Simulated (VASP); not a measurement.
A run of VASP 6.6.1:

Contents of INCAR:

```
PREC = Accurate
ENCUT = 520
EDIFF = 1E-7
ISMEAR = 0
SIGMA = 0.05
LREAL = F
LASPH = T
NELM = 150
ALGO = Normal
ISIF = 2
LWAVE = F
LCHARG = F
ISPIN = 2
MAGMOM = 0 0 0 0 0 0
LORBIT = 11
LMAXMIX = 4
LDAU = T
LDAUTYPE = 2
LDAUL = 2 -1
LDAUU = 4 0
LDAUJ = 0 0
LDAUPRINT = 1
GGA = CA
NBANDS = 37
```

Contents of KPOINTS:

```
regular mesh
0
Gamma
  4 4 7
```

The input POSCAR:

```
TaN
1.0
    5.1850002000      0.0000000000      0.0000000000
   -2.5925001000      4.4903418900      0.0000000000
    0.0000000000      0.0000000000      2.9080005300
Ta N
3 3
Direct
    0.0000000000      0.0000000000      0.0000000000
    0.3333333333      0.6666666667      0.5000000000
    0.6666666667      0.3333333333      0.5000000000
    0.5000000000      0.0000000000      0.0000000000
    0.5000000000      0.5000000000      0.0000000000
    0.0000000000      0.5000000000      0.0000000000
```

Potentials or basis: VASP PAW LDA potentials, release 64 (Ta_pv, N).

Command:

```bash
$ cat potpaw_LDA.64/Ta_pv/POTCAR potpaw_LDA.64/N/POTCAR > POTCAR
$ mpirun -np 1 vasp_std > vasp.out
```

Hardware: 1 thread of Intel(R) Xeon(R) Platinum 8488C (Sapphire Rapids), on a shared host.

Q: Estimate the wall time of this run.

A: Run time: 44 s on 1 thread of Intel(R) Xeon(R) Platinum 8488C (Sapphire Rapids) (shared host), peak memory 0.21 GiB. Counts: scf iterations 14, k points 16.
